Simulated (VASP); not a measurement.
Here is a VASP 6.6.1 calculation.

File POSCAR:

```
Li
1.0
    0.0000000000      2.0380286316      2.0380286316
    2.0380286316      0.0000000000      2.0380286316
    2.0380286316      2.0380286316      0.0000000000
Li
1
Direct
    0.0000000000      0.0000000000      0.0000000000
```

File INCAR.step1:

```
PREC = Accurate
ENCUT = 520
ISMEAR = -1
SIGMA = 0.08
LREAL = False
LASPH = True
NELM = 60
NBANDS = 8
GGA = PE
ALGO = Normal
EDIFF = 1E-4
LWAVE = True
LCHARG = False
```

File INCAR.step2:

```
PREC = Accurate
ENCUT = 520
EDIFF = 1E-6
ISMEAR = -1
SIGMA = 0.08
LREAL = False
LASPH = True
NELM = 60
ALGO = Normal
ISIF = 2
LWAVE = False
LCHARG = True
METAGGA = R2SCAN
LMIXTAU = True
LELF = True
LVHAR = True
NBANDS = 8
ISTART = 1
```

The input KPOINTS:

```
regular mesh
0
Gamma
  22 22 22
```

Potentials or basis: VASP PAW PBE potentials, release 64 (Li_sv).

Run with:

```console
$ cat potpaw_PBE.64/Li_sv/POTCAR > POTCAR
$ cp INCAR.step1 INCAR
$ mpirun -np 1 vasp_std > vasp.out
$ cp INCAR.step2 INCAR
$ mpirun -np 1 vasp_std > vasp.out
```

Problem. Predict the band gap on the k mesh.

Solution. Zero (an odd number of electrons rules out a gap without spin polarisation).
